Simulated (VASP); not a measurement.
Set up this calculation in VASP 6.6.1, as the native input.

```yaml
Task: single point
Functional: LDA
Potentials_or_basis: VASP PAW LDA potentials, release 64 (I)
Cutoff: 520 eV
k_mesh: 9 × 9 × 4
Occupations: fermi-dirac, width 0.05 eV
Spin: no spin polarisation
Dipole_correction: no
Further_INCAR_settings: ALGO = Normal; EDIFF = 1e-07; NBANDS = 22
```

The structure of I lies in POSCAR:

```
I
1.0
    3.5785495532     -2.1593608434      0.0000000000
    3.5785495532      2.1593608434      0.0000000000
    0.0000000000      0.0000000000      9.5391445868
I
4
Direct
    0.8214506966      0.1785493034      0.1230597348
    0.6785493034      0.3214506966      0.6230597348
    0.1785493034      0.8214506966      0.8769402652
    0.3214506966      0.6785493034      0.3769402652
```

One way to write it, as run:

INCAR

```
PREC = Accurate
ENCUT = 520
EDIFF = 1E-7
ISMEAR = -1
SIGMA = 0.05
LREAL = False
LASPH = True
NELM = 80
ALGO = Normal
ISIF = 2
LWAVE = False
LCHARG = False
NBANDS = 22
```

KPOINTS

```
regular mesh
0
Gamma
  9 9 4
```

Potentials or basis: VASP PAW LDA potentials, release 64 (I).

Run with:

```bash
$ cat potpaw_LDA.64/I/POTCAR > POTCAR
$ mpirun -np 1 vasp_std > vasp.out
```

It gave:

```
Pressure               : 0.0 GPa
Largest force          : 0.005 eV/Å
Band gap on the k mesh : 0.70 eV (least direct gap 1.06 eV)
```

Caveat: spin-orbit coupling is left out, which moves the levels of the heavy elements.

It took 80 s on 1 thread of Intel(R) Xeon(R) 6975P-C (Granite Rapids) (shared host), peak memory 0.32 GiB.
